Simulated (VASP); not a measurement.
Write the native input for VASP 6.6.1 that does the following.

- Task: single point
- Functional: PBE
- Potentials or basis: VASP PAW PBE potentials, release 64 (Al, As)
- Cutoff: 500 eV
- k mesh: 6 × 6 × 6
- Occupations: methfessel-paxton, width 0.01 eV
- Spin: no spin polarisation
- Dipole correction: no
- Further INCAR settings: ALGO = Normal; EDIFF = 1e-06; NBANDS = 11

The structure of AlAs lies in POSCAR:

```
AlAs
1.0
    0.0000000000      2.9217656388      2.9217656388
    2.9217656388      0.0000000000      2.9217656388
    2.9217656388      2.9217656388      0.0000000000
Al As
1 1
Direct
    0.0000000000      0.0000000000      0.0000000000
    0.2500000000      0.2500000000      0.2500000000
```

These files were run (other wordings do the same):

INCAR

```
PREC = Accurate
ENCUT = 500
EDIFF = 1E-6
ISMEAR = 1
SIGMA = 0.01
LREAL = F
LASPH = T
NELM = 120
ALGO = Normal
ISIF = 2
LWAVE = F
LCHARG = F
GGA = PE
NBANDS = 11
GGA_COMPAT = F
```

KPOINTS

```
Automatic mesh
0
Gamma
  6 6 6
```

Potentials or basis: VASP PAW PBE potentials, release 64 (Al, As).

Run with:

```bash
$ cat potpaw_PBE.64/Al/POTCAR potpaw_PBE.64/As/POTCAR > POTCAR
$ mpirun -np 1 vasp_std > vasp.out
```

Results of the run:

| Item | Value |
| --- | --- |
| Pressure | -3.4 GPa |
| Band gap on the k mesh | 1.32 eV |

Caveat: the cell stands under tension.

It took 4.9 s on 1 thread of Intel(R) Xeon(R) 6975P-C (Granite Rapids), with other jobs on the host, peak memory 0.16 GiB.
